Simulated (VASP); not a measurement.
Runs of VASP 6.6.1 on LiCl. The structure is that of space group Fm-3m (No. 225), or close to it. The cells are those of the table. 

```csv
task,cell,k mesh,smearing,gap on the mesh (eV)
single point,"a = 3.605 Å, angles 60.0°, 2 atoms",8 × 8 × 8,gaussian 0.02 eV,(a)
single point,"a = 3.714 Å, angles 60.0°, 2 atoms",8 × 8 × 8,gaussian 0.02 eV,5.96
single point,"a = 3.642 Å, angles 60.0°, 2 atoms",6 × 6 × 6,gaussian 0.1 eV,6.27
single point,"a = 3.678 Å, angles 60.0°, 2 atoms",8 × 8 × 8,gaussian 0.02 eV,6.11
```

Alike in all rows: level PBE; potentials or basis VASP PAW PBE potentials, release 64 (Li_sv, Cl); no spin polarisation; cutoff (eV) 520.

Q: Fill in the values left out.

A: (a) 6.45.

A k mesh can miss the band edges.
